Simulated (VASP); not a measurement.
Input of a VASP 6.6.1 run:

The input INCAR:

```
SYSTEM = SnP2
  PREC = Accurate
  ENCUT = 520
  EDIFF = 1E-6
  ISMEAR = 0
  SIGMA = 0.1
  LREAL = .False.
  LASPH = .True.
  NELM = 80
  ALGO = Normal
  ISIF = 2
  LWAVE = .False.
  LCHARG = .True.
  GGA = PE
  LELF = .True.
  LVHAR = .True.
  NBANDS = 19
```

The input KPOINTS:

```
Automatic mesh
0
Gamma
  12 12 12
  0 0 0
```

POSCAR

```
SnP2
1.0
    0.0000000000      3.2298007641      3.2298007641
    3.2298007641      0.0000000000      3.2298007641
    3.2298007641      3.2298007641      0.0000000000
Sn P
1 2
Direct
    0.0000000000      0.0000000000      0.0000000000
    0.2500000000      0.2500000000      0.2500000000
    0.7500000000      0.7500000000      0.7500000000
```

Potentials or basis: VASP PAW PBE potentials, release 64 (Sn_d, P).

Run with:

```console
$ cat potpaw_PBE.64/Sn_d/POTCAR potpaw_PBE.64/P/POTCAR > POTCAR
$ mpirun -np 1 vasp_std > vasp.out
```

What does it give for the pressure?

0.0 GPa.

Predict the band gap on the k mesh.

zero (band 12 reaches 7.90 eV, above the bottom of band 13 at 4.84 eV).

Caveat: spin-orbit coupling is left out, which moves the levels of the heavy elements.
